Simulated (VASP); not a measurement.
# AlFe (Pm-3m) in VASP: electric field gradients with r2SCAN

Aim: the electric field gradients of AlFe with r2SCAN.

All numbers are computed with VASP 6.6.1; they aren't measurements. Logs are shortened: lines on timing, memory, paths and dates and some standing lists are left out, and cuts for length are marked.

### 1 The cell of the first run

It takes space group Pm-3m (No. 221, cubic). The conventional cell has a = 2.807 Å, b = 2.807 Å, c = 2.807 Å, α = 90.00°, β = 90.00°, γ = 90.00°. Within 3.2 Å of Al (site symmetry m-3m) lie 8 Fe at 2.43 Å and 6 Al at 2.81 Å. Within 3.2 Å of Fe (site symmetry m-3m) lie 8 Al at 2.43 Å and 6 Fe at 2.81 Å.

### 2 Electric field gradients, r2SCAN, collinear spin, ferromagnetic start (11.06 Å³/atom)

The input, POSCAR:

```
AlFe
1.0
    2.8070485019      0.0000000000      0.0000000000
    0.0000000000      2.8070485019      0.0000000000
    0.0000000000      0.0000000000      2.8070485019
Al Fe
1 1
Direct
    0.0000000000      0.0000000000      0.0000000000
    0.5000000000      0.5000000000      0.5000000000
```

The input, INCAR.step1:

```
SYSTEM = AlFe
ALGO = Normal ; EDIFF = 1E-4
ENCUT = 520 ; GGA = PE
ISMEAR = -1 ; ISPIN = 2
LASPH = .TRUE. ; LCHARG = .FALSE.
LMAXMIX = 4 ; LREAL = .FALSE.
LWAVE = .TRUE. ; MAGMOM = 0 3
NBANDS = 16 ; NELM = 150
PREC = Accurate ; SIGMA = 0.08
```

The input, INCAR.step2:

```
SYSTEM = AlFe
ALGO = Normal ; EDIFF = 1E-8
ENCUT = 520 ; ISIF = 2
ISMEAR = -1 ; ISPIN = 2
ISTART = 1 ; LASPH = .TRUE.
LCHARG = .FALSE. ; LEFG = .TRUE.
LMAXMIX = 4 ; LMIXTAU = .TRUE.
LORBIT = 11 ; LREAL = .FALSE.
LWAVE = .FALSE. ; MAGMOM = 0 3
METAGGA = R2SCAN ; NBANDS = 16
NELM = 150 ; PREC = Accurate
SIGMA = 0.08
```

The input, KPOINTS:

```
k-points
0
G
  14 14 14
  0 0 0
```

Potentials or basis: VASP PAW PBE potentials, release 64 (Al, Fe).

The run is started by

```
cat potpaw_PBE.64/Al/POTCAR potpaw_PBE.64/Fe/POTCAR > POTCAR
cp INCAR.step1 INCAR
mpirun -np 1 vasp_std > vasp.out
cp INCAR.step2 INCAR
mpirun -np 1 vasp_std > vasp.out
```

OUTCAR:

```text
SYSTEM = AlFe
   EDIFF = 1E-8
   ENCUT = 520
   ISIF = 2
   ISMEAR = -1
   ISPIN = 2
   ISTART = 1
   LASPH = .TRUE.
   LORBIT = 11
   LREAL = .FALSE.
   METAGGA = R2SCAN
   NELM = 150
   PREC = Accurate

 ion  position               nearest neighbor table
   1  0.000  0.000  0.000-   2 2.43   2 2.43   2 2.43   2 2.43   2 2.43   2 2.43   2 2.43   2 2.43

   2  0.500  0.500  0.500-   1 2.43   1 2.43   1 2.43   1 2.43   1 2.43   1 2.43   1 2.43   1 2.43

  LATTYP: Found a simple cubic cell.
 ALAT       =     2.8070485019

  Lattice vectors:

 A1 = (   2.8070485019,   0.0000000000,   0.0000000000)
 A2 = (   0.0000000000,   2.8070485019,   0.0000000000)
 A3 = (   0.0000000000,   0.0000000000,   2.8070485019)

Analysis of symmetry for initial positions (statically):
=====================================================================
 Subroutine PRICEL returns:
 Original cell was already a primitive cell.

 Routine SETGRP: Setting up the symmetry group for a
 simple cubic supercell.

 Subroutine GETGRP returns: Found 48 space group operations
 (whereof 48 operations were pure point group operations)
 out of a pool of 48 trial point group operations.

The static configuration has the point symmetry O_h .

Analysis of symmetry for dynamics (positions and initial velocities):
=====================================================================
 Subroutine PRICEL returns:
 Original cell was already a primitive cell.

 Routine SETGRP: Setting up the symmetry group for a
 simple cubic supercell.

 Subroutine GETGRP returns: Found 48 space group operations
 (whereof 48 operations were pure point group operations)
 out of a pool of 48 trial point group operations.

The dynamic configuration has the point symmetry O_h .

Analysis of structural, dynamic, and magnetic symmetry:
=====================================================================
 Subroutine PRICEL returns:
 Original cell was already a primitive cell.

 Routine SETGRP: Setting up the symmetry group for a
 simple cubic supercell.

 Subroutine GETGRP returns: Found 48 space group operations
 (whereof 48 operations were pure point group operations)
 out of a pool of 48 trial point group operations.

The overall configuration has the point symmetry O_h .

 Subroutine INISYM returns: Found 48 space group operations
 (whereof 48 operations are pure point group operations),
 and found     1 'primitive' translations

----------------------------------------------------------------------------------------

                                     Primitive cell

  volume of cell :      22.1182

  direct lattice vectors                    reciprocal lattice vectors
     2.807048502  0.000000000  0.000000000     0.356246071  0.000000000  0.000000000
     0.000000000  2.807048502  0.000000000     0.000000000  0.356246071  0.000000000
     0.000000000  0.000000000  2.807048502     0.000000000  0.000000000  0.356246071

  length of vectors
     2.807048502  2.807048502  2.807048502     0.356246071  0.356246071  0.356246071

  position of ions in fractional coordinates (direct lattice)
     0.000000000  0.000000000  0.000000000
     0.500000000  0.500000000  0.500000000

  ion indices of the primitive-cell ions
   primitive index   ion index
                 1           1
                 2           2

----------------------------------------------------------------------------------------

 KPOINTS: k-points

Automatic generation of k-mesh.
 Grid dimensions read from file:
 generate k-points for:   14   14   14

 Generating k-lattice:

  Cartesian coordinates                     Fractional coordinates (reciprocal lattice)
     0.025446148  0.000000000  0.000000000     0.071428571  0.000000000  0.000000000
     0.000000000  0.025446148  0.000000000     0.000000000  0.071428571  0.000000000
     0.000000000  0.000000000  0.025446148     0.000000000  0.000000000  0.071428571

  Length of vectors
     0.025446148  0.025446148  0.025446148

  Shift w.r.t. Gamma in fractional coordinates (k-lattice)
     0.000000000  0.000000000  0.000000000

 Subroutine IBZKPT returns following result:
 ===========================================

 Found    120 irreducible k-points:

 Following reciprocal coordinates:
            Coordinates               Weight
  0.000000  0.000000  0.000000      1.000000
  0.071429  0.000000  0.000000      6.000000
  0.142857  0.000000  0.000000      6.000000
  0.214286  0.000000  0.000000      6.000000
  0.285714  0.000000  0.000000      6.000000
  0.357143  0.000000  0.000000      6.000000
[... 16 lines left out ...]
  0.285714  0.214286  0.000000     24.000000
  0.357143  0.214286  0.000000     24.000000
 [... further k-points ...]
   k-points           NKPTS =    120   k-points in BZ     NKDIM =    120   number of bands    NBANDS=     16
   number of dos      NEDOS =    301   number of ions     NIONS =      2
   total plane-waves  NPLWV =  13824
   dimension x,y,z NGX =    24 NGY =   24 NGZ =   24
   dimension x,y,z NGXF=    48 NGYF=   48 NGZF=   48
   ions per type =               1   1
   NGX,Y,Z   is equivalent  to a cutoff of  14.21, 14.21, 14.21 a.u.
   NGXF,Y,Z  is equivalent  to a cutoff of  28.43, 28.43, 28.43 a.u.
 SYSTEM =  AlFe
   PREC   = accura    normal or accurate (medium, high low for compatibility)
   ISTART =      1    job   : 0-new  1-cont  2-samecut
   ICHARG =      0    charge: 1-file 2-atom 10-const
   ISPIN  =      2    spin polarized calculation?
   LNONCOLLINEAR =      F non collinear calculations
   LSORBIT =      F    spin-orbit coupling
   LASPH  =      T    aspherical Exc in radial PAW
   ENCUT  =  520.0 eV  38.22 Ry    6.18 a.u.   5.22  5.22  5.22*2*pi/ulx,y,z
   NELM   =    150;   NELMIN=  2; NELMDL=  0     # of ELM steps
   EDIFF  = 0.1E-07   stopping-criterion for ELM
   LREAL  =      F    real-space projection
   EDIFFG = 0.1E-06   stopping-criterion for IOM
   NSW    =      0    number of steps for IOM
   IBRION =     -1    ionic relax: 0-MD 1-quasi-New 2-CG
   NFREE  =      0    steps in history (QN), initial steepest desc. (CG)
   ISIF   =      2    stress and relaxation
   ISYM   =      2    0-nonsym 1-usesym 2-fastsym
   POTIM  = 0.5000    time-step for ionic-motion
   TEBEG  =    0.0;   TEEND  =   0.0 temperature during run
   PSTRESS=    0.0 pullay stress
   NELECT =      11.0000    total number of electrons
   NUPDOWN=      -1.0000    fix difference up-down
   EMIN   =  10.00;   EMAX   =-10.00  energy-range for DOS
   EFERMI =   0.00;   METHOD = LEGACY
   ISMEAR =    -1;   SIGMA  =   0.08  broadening in eV -4-tet -1-fermi 0-gaus
   EFERMI_NEDOS =   21; number of points for ismear=-14 and -15
   IALGO  =     38    algorithm
   IMIX   =      4    mixing-type and parameters
     AMIX     =   0.40;   BMIX     =  1.00
     AMIX_MAG =   1.60;   BMIX_MAG =  1.00
  volume/ion in A,a.u.               =      11.06        74.63
  Fermi-wavevector in a.u.,A,eV,Ry     =   1.297047  2.451064 22.889512  1.682332
  Thomas-Fermi vector in A             =   2.428465
   LORBIT       =     11    0 simple, 1 ext, 2 COOP (PROOUT), +10 PAW based schemes
   METAGGA = R2SCAN    functional components
   LHFCALC =     F    Hartree Fock is set to
   AEXX    =    0.0000 exact exchange contribution
   IVDW    =     0    specifies the selected vdW correction
   LEPSILON=     F    determine dielectric tensor
   LRPA    =     F    only Hartree local field effects (RPA)
 spin polarized calculation
  energy-cutoff  :      520.00
  volume of cell :       22.12
 maximum number of plane-waves:       624
 NGX is ok and might be reduce to    24
   NGX = 11   NGY = 11   NGZ = 11

 number of electron      11.0000005 magnetization       0.7226989

 Free energy of the ion-electron system (eV)
  ---------------------------------------------------
  ext. energy  EPLUGINS =         0.00000000
  ---------------------------------------------------
  free energy    TOTEN  =       -21.35560165 eV

  energy without entropy =      -21.31347495  energy(sigma->0) =      -21.33453830

 E-fermi :   8.7242     XC(G=0): -13.4756

 val. band max:        8.7156232664   @ k =   0.4286   0.3571   0.3571
 cond. band min:       8.7306667611   @ k =   0.2143   0.1429   0.0000
 fundamental gap:      0.0150434947
 Fermi energy:         8.7241772654

 spin component 1

 k-point     1 :       0.0000    0.0000    0.0000
  band No.  band energies     occupation
      1      -2.7016      1.00000
      2       5.8085      1.00000
      3       5.8085      1.00000
      4       7.9742      0.99992
      5       7.9742      0.99992
      6       7.9742      0.99992
[... 8 lines left out ...]
     15      32.4942      0.00000
     16      34.3145      0.00000
[... 419 lines left out ...]
 k-point    24 :       0.3571    0.2143    0.0000
  band No.  band energies     occupation
      1       0.6444      1.00000
      2       4.6674      1.00000
      3       6.3203      1.00000
      4       6.9952      1.00000
      5       7.1857      1.00000
      6       7.6801      1.00000
[... 8 lines left out ...]
     15      29.0568      0.00000
     16      32.4894      0.00000

 [... further k-points ...]

 spin component 2

 k-point     1 :       0.0000    0.0000    0.0000
  band No.  band energies     occupation
      1      -2.8026      1.00000
      2       6.2311      1.00000
      3       6.2311      1.00000
      4       9.2412      0.00156
      5       9.2412      0.00156
      6       9.2412      0.00156
[... 8 lines left out ...]
     15      32.6343      0.00000
     16      34.3419      0.00000
[... 419 lines left out ...]
 k-point    24 :       0.3571    0.2143    0.0000
  band No.  band energies     occupation
      1       0.5714      1.00000
      2       4.8457      1.00000
      3       6.7849      1.00000
      4       7.7723      0.99999
      5       8.3187      0.99374
      6       8.8967      0.10375
[... 8 lines left out ...]
     15      29.1573      0.00000
     16      32.5468      0.00000

 [... further k-points ...]

------------------------ aborting loop because EDIFF is reached ----------------------------------------

  FORCE on cell =-STRESS in cart. coord.  units (eV):
  Direction    XX          YY          ZZ          XY          YZ          ZX
  --------------------------------------------------------------------------------------
  -------------------------------------------------------------------------------------
  Total        1.3177752      1.3177752      1.3177752     -0.0000000     -0.0000000     -0.0000000
  in kB       95.4557633     95.4557633     95.4557633     -0.0000000     -0.0000000     -0.0000000
  external PRESSURE =      95.4557633 kB  Pullay stress =       0.0000000 kB

 VOLUME and BASIS-vectors are now :
 -----------------------------------------------------------------------------
  energy-cutoff  :      520.00
  volume of cell :       22.12
      direct lattice vectors                 reciprocal lattice vectors
     2.807048502  0.000000000  0.000000000     0.356246071  0.000000000  0.000000000
     0.000000000  2.807048502  0.000000000     0.000000000  0.356246071  0.000000000
     0.000000000  0.000000000  2.807048502     0.000000000  0.000000000  0.356246071

 POSITION                                       TOTAL-FORCE (eV/Angst)
 -----------------------------------------------------------------------------------
      0.00000      0.00000      0.00000         0.000000      0.000000      0.000000
      1.40352      1.40352      1.40352         0.000000      0.000000      0.000000
 -----------------------------------------------------------------------------------
    total drift:                                0.000000     -0.000000     -0.000000

  FREE ENERGIE OF THE ION-ELECTRON SYSTEM (eV)
  ---------------------------------------------------
  free  energy   TOTEN  =       -21.3556016524 eV

  energy  without entropy=      -21.3134749467  energy(sigma->0) =      -21.33453830

 Electric field gradients (V/A^2)
---------------------------------------------------------------------
 ion       V_xx      V_yy      V_zz      V_xy      V_xz      V_yz
---------------------------------------------------------------------
   1      -0.000     0.000    -0.000     0.000     0.000     0.000
   2       0.000     0.000     0.000     0.000     0.000    -0.000
---------------------------------------------------------------------

 Electric field gradients after diagonalization (V/A^2)
 (convention: |V_zz| > |V_xx| > |V_yy|)
----------------------------------------------------------------------
 ion       V_xx      V_yy      V_zz     asymmetry (V_yy - V_xx)/ V_zz
----------------------------------------------------------------------
   1      -0.000     0.000    -0.000      -0.315
   2       0.000     0.000     0.000      -0.037
----------------------------------------------------------------------

           NMR quadrupolar parameters

 Cq : quadrupolar parameter    Cq=e*Q*V_zz/h
 eta: asymmetry parameters     (V_yy - V_xx)/ V_zz
 Q  : nuclear electric quadrupole moment in mb (millibarn)
----------------------------------------------------------------------
 ion       Cq(MHz)       eta       Q (mb)
----------------------------------------------------------------------
   1      -0.000      -0.315       1.000
   2       0.000      -0.037       1.000
----------------------------------------------------------------------

 total charge

# of ion       s       p       d       tot
------------------------------------------
    1        0.410   0.485   0.000   0.894
    2        0.470   0.590   6.526   7.585
--------------------------------------------------
tot          0.879   1.075   6.526   8.480

 magnetization (x)

# of ion       s       p       d       tot
------------------------------------------
    1       -0.010  -0.024   0.000  -0.034
    2        0.003   0.013   0.779   0.795
--------------------------------------------------
tot         -0.008  -0.011   0.779   0.761
```

It took 3.5 min on 1 thread of Intel Xeon Platinum 8488C (Sapphire Rapids), shared host; peak memory 0.2 GiB.

Results:

* Free energy: -21.3556 eV
* Pressure: 9.5 GPa
* Net moment: 0.72 μB per cell
* Site moments: Al -0.03; Fe +0.80 μB
* Largest electric field gradient by atom: zero within the noise of the run
* Valence electrons inside the program's atomic spheres: Al 0.89; Fe 7.58

Caveat: the cell stands under pressure; the PAW data sets were made with another functional, which shifts forces and pressure a little.
